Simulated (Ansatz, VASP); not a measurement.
# Two plane-wave programs on AlN

```xyz
2
Lattice="0.0000 2.0189 1.9583 2.0189 0.0000 1.9583 2.0189 2.0189 0.0000" Properties=species:S:1:pos:R:3 pbc="T T T"
Al    0.0000    0.0000    0.0000
N     2.0189    2.0189    1.9583
```

Change from the starting cell: uniaxial_z strain -3.0%.

Alike in both runs: task single point; functional PBE; k mesh 10 × 10 × 10; occupations fermi-dirac, width 0.02 eV; no spin polarisation.

```csv
,VASP,Ansatz
version,VASP 6.6.1,Ansatz 0.2.0
potentials or method,"VASP PAW PBE potentials, release 64 (Al, N)","plane waves, PAW"
plane-wave cutoff (eV),520,420
valence electrons in the cell,8,8
```

Ansatz gave:

```
gap on the k mesh at the Fermi level (eV)                     : 4.72
pressure (GPa)                                                : 15.9
traceless stress, the component that is largest in VASP (GPa) : 7.54
```

Problem. What did VASP give for the same quantities?

Solution. gap on the k mesh at the Fermi level (eV): 4.69; pressure (GPa): 15.6; traceless stress, the component that is largest in VASP (GPa): 7.52.

With one functional, cell and mesh, what is left measures potentials, basis and numerics.
